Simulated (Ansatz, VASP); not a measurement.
# One calculation of IrOs4, two programs

```
Os Ir
1.0
     2.71562    0.00000    0.00000
    -1.35781    2.35180    0.00000
     0.00000    0.00000   24.58240
Os Ir
4 1
Direct
  0.00000 0.00000 0.32803
  0.33333 0.66667 0.41192
  0.33333 0.66667 0.58808
  0.00000 0.00000 0.67197
  0.00000 0.00000 0.50000
```

Alike in both runs: task single point; functional LDA; k mesh 15 × 15 × 1; occupations fermi-dirac, width 0.1 eV; no spin polarisation.

```csv
,VASP,Ansatz
version,VASP 6.6.1,Ansatz 0.2.0
potentials or method,"VASP PAW LDA potentials, release 64 (Os, Ir)","PAW with Ansatz's default frozen-core files, scalar-relativistic"
plane-wave cutoff (eV),520,420
valence electrons in the cell,41,81
```

Ansatz gave:

- rms of the force components (eV/Å): 0.166

Question: Which values does VASP return?

Answer: rms of the force components (eV/Å): 0.184.

LDA's correlation is that of Perdew and Zunger in VASP and of Perdew and Wang (1992) in Ansatz. VASP's potentials hold 41 valence electrons a cell and Ansatz's 81, so a difference there can come from the potentials and not from the codes.

Spin-orbit coupling is off throughout.
